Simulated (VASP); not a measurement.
Set up this calculation in VASP 6.6.1, as the native input.

```yaml
Task: relaxation of cell and atoms
Functional: r2SCAN
Potentials_or_basis: VASP PAW PBE potentials, release 64 (Ta_pv)
Cutoff: 550 eV
k_mesh: 18 × 18 × 18
Occupations: fermi-dirac, width 0.1 eV
Spin: no spin polarisation
Dipole_correction: no
Further_INCAR_settings: ALGO = Normal; EDIFF = 1e-07; IBRION = 2; EDIFFG = -0.005; NSW = 60; ISIF = 3
```

The system is Ta.

```
Ta
1.0
    -1.65334    1.65334    1.65334
     1.65334   -1.65334    1.65334
     1.65334    1.65334   -1.65334
Ta
1
Cartesian
  0.0000 0.0000 0.0000
```

One way to write it, as run:

POSCAR

```
Ta
1.0
   -1.6533449134      1.6533449134      1.6533449134
    1.6533449134     -1.6533449134      1.6533449134
    1.6533449134      1.6533449134     -1.6533449134
Ta
1
Direct
    0.0000000000      0.0000000000      0.0000000000
```

INCAR.step1

```
PREC     = Accurate       # precision mode
ENCUT    = 550            # plane-wave cutoff, eV
ISMEAR   = -1             # smearing method
SIGMA    = 0.1            # smearing width, eV
LREAL    = F              # projectors in reciprocal space
LASPH    = T              # aspherical terms in the spheres
NELM     = 120            # most SCF steps
GGA      = PE             # functional
ALGO     = Normal         # electronic algorithm
EDIFF    = 1E-5           # SCF threshold, eV
LWAVE    = T              # write WAVECAR
LCHARG   = F              # write CHGCAR
GGA_COMPAT= F            
IBRION   = 2              # ionic algorithm
ISIF     = 3              # what is computed and relaxed
EDIFFG   = -0.005         # ionic threshold
NELMIN   = 4            
NSW      = 100            # ionic steps
```

INCAR.step2

```
PREC     = Accurate       # precision mode
ENCUT    = 550            # plane-wave cutoff, eV
EDIFF    = 1E-7           # SCF threshold, eV
ISMEAR   = -1             # smearing method
SIGMA    = 0.1            # smearing width, eV
LREAL    = F              # projectors in reciprocal space
LASPH    = T              # aspherical terms in the spheres
NELM     = 120            # most SCF steps
ALGO     = Normal         # electronic algorithm
ISIF     = 3              # what is computed and relaxed
LWAVE    = F              # write WAVECAR
LCHARG   = F              # write CHGCAR
METAGGA  = R2SCAN         # meta-GGA
LMIXTAU  = T            
IBRION   = 2              # ionic algorithm
NSW      = 60             # ionic steps
EDIFFG   = -0.005         # ionic threshold
ISTART   = 1            
GGA_COMPAT= F            
NELMIN   = 4
```

KPOINTS

```
regular mesh
0
Gamma
  18 18 18
```

Potentials or basis: VASP PAW PBE potentials, release 64 (Ta_pv).

The run is started by

```console
$ cat potpaw_PBE.64/Ta_pv/POTCAR > POTCAR
$ cp INCAR.step1 INCAR
$ mpirun -np 1 vasp_std > vasp.out
$ cp INCAR.step2 INCAR
$ mpirun -np 1 vasp_std > vasp.out
```

Results of the run:

* Relaxed volume: 18.12 Å³/atom
* Relaxed cell: a = 2.866 Å, b = 2.866 Å, c = 2.866 Å, α = 109.47°, β = 109.47°, γ = 109.47°
* Space group after relaxing (to 0.1 Å): Im-3m (No. 229)
* Energy gained by relaxing: 0.1 meV/atom
* Ionic steps: 3
* Pressure after relaxing: 0.0 GPa
* Band gap on the k mesh: zero (an odd number of electrons rules out a gap without spin polarisation)

Caveat: the PAW data sets were made with another functional, which shifts forces and pressure a little; spin-orbit coupling is left out, which moves the levels of the heavy elements.

It took 4.9 min on 1 thread of Intel(R) Xeon(R) Platinum 8259CL CPU @ 2.50GHz (Skylake/Cascade Lake), on a shared host, peak memory 0.18 GiB.
